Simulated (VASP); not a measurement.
Runs of VASP 6.6.1 on Sr. The structure is that of space group I4/mmm (No. 139), or close to it. The cells are those of the table. 

| cell | gap on the mesh (eV) | pressure (GPa) |
| --- | --- | --- |
| a = 4.478, b = 4.478, c = 4.647 Å, angles 58.7, 58.7, 62.5°, 1 atom | none | -1.9 |
| a = 4.306, b = 4.306, c = 4.130 Å, angles 61.3, 61.3, 57.3°, 1 atom | none | (a) |
| a = 4.396, b = 4.396, c = 4.647 Å, angles 58.1, 58.1, 63.8°, 1 atom | none | (b) |
| a = 4.306, b = 4.306, c = 4.475 Å, angles 58.7, 58.7, 62.6°, 1 atom | none | -1.2 |
| a = 4.224, b = 4.224, c = 3.958 Å, angles 62.1, 62.1, 55.9°, 1 atom | none | 0.6 |
| a = 4.316, b = 4.316, c = 4.647 Å, angles 57.4, 57.4, 65.1°, 1 atom | none | -1.5 |

Alike in all rows: task single point; level PBEsol; potentials or basis VASP PAW PBE potentials, release 64 (Sr_sv); no spin polarisation; k mesh 10 × 10 × 10; cutoff (eV) 520; smearing gaussian 0.03 eV.

Q: Estimate the missing entries.

A: (a) -0.5; (b) -1.8.

Caveats: the PAW data sets were made with another functional, which shifts forces and pressure a little.

A k mesh can miss the band edges, and the runs leave out spin-orbit coupling on Sr.

A gap of «none» marks levels without a gap at the run's occupations.
